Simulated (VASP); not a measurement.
Write the native input for VASP 6.6.1 that does the following.

```
Task                   : relaxation of cell and atoms
Functional             : LDA
Potentials or basis    : VASP PAW LDA potentials, release 64 (Si)
Cutoff                 : 500 eV
k mesh                 : 10 × 10 × 10
Occupations            : methfessel-paxton, width 0.02 eV
Spin                   : no spin polarisation
Target pressure        : 10 GPa
Dipole correction      : no
Further INCAR settings : ALGO = Normal; EDIFF = 1e-07; IBRION = 2; EDIFFG = -0.01; NSW = 80; ISIF = 3
```

The structure of Si lies in POSCAR:

```
Si
1.0
    2.5700000000      0.0000000000      0.0000000000
    0.0000000000      2.5700000000      0.0000000000
    0.0000000000      0.0000000000      2.5700000000
Si
1
Direct
    0.0000000000      0.0000000000      0.0000000000
```

One way to write it, as run:

INCAR

```
PREC = Accurate
ENCUT = 500
EDIFF = 1E-7
ISMEAR = 1
SIGMA = 0.02
LREAL = False
LASPH = True
NELM = 120
ALGO = Normal
ISIF = 3
LWAVE = False
LCHARG = False
GGA = CA
IBRION = 2
NSW = 80
EDIFFG = -0.01
PSTRESS = 100.0
GGA_COMPAT = False
NELMIN = 4
```

KPOINTS

```
regular mesh
0
Gamma
  10 10 10
```

Potentials or basis: VASP PAW LDA potentials, release 64 (Si).

The run is started by

```console
$ cat potpaw_LDA.64/Si/POTCAR > POTCAR
$ mpirun -np 1 vasp_std > vasp.out
```

It gave:

```
Relaxed volume                                         : 14.57 Å³/atom
Relaxed cell                                           : a = 2.443 Å, b = 2.443 Å, c = 2.443 Å, α = 90.00°, β = 90.00°, γ = 90.00°
Space group after relaxing (to 0.05 Å)                 : Pm-3m (No. 221)
Energy change on relaxing (the enthalpy is what falls) : +3.1 meV/atom
Ionic steps                                            : 4
Pressure after relaxing                                : 10.0 GPa
Band gap on the k mesh                                 : zero (band 2 reaches 17.08 eV, above the bottom of band 3 at 6.42 eV)
```

Caveat: the cell is relaxed towards a set pressure, so the enthalpy falls and the energy may rise.

Wall time 24 s on 1 thread of AMD EPYC 7R13 (shared host), peak memory 0.08 GiB.
